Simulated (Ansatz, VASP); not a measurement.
# One calculation of ZnPb2, two programs

```
Zn Pb
1.0
     5.44419    0.00000    0.00000
    -2.72209    4.71480    0.00000
     0.00000    0.00000    3.31021
Zn Pb
1 2
Direct
  0.00000 0.00000 0.00000
  0.33333 0.66667 0.50000
  0.66667 0.33333 0.50000
```

Alike in both runs: functional PBE; k mesh 6 × 6 × 6; occupations gaussian, width 0.1 eV; no spin polarisation.

Ansatz relaxed the structure, and its values are those at the end. VASP's run is a single point on that final structure, the one shown.

```csv
,VASP,Ansatz
version,VASP 6.6.1,Ansatz 0.2.0
potentials or method,"VASP PAW PBE potentials, release 64 (Zn, Pb_d), cutoff 520 eV","scalar-relativistic, plane waves, PAW"
valence electrons in the cell,40,40
```

```tsv
	VASP	Ansatz	Ansatz less VASP
gap on the k mesh at the Fermi level (eV)	none	none	-
pressure (GPa)	0.2	0.2	+0.03
```

A gap of «none» marks a metal or a gap that the smearing closes. The functional is the same, so the differences come from potentials, cutoffs and numerics.

Spin-orbit coupling is off throughout.
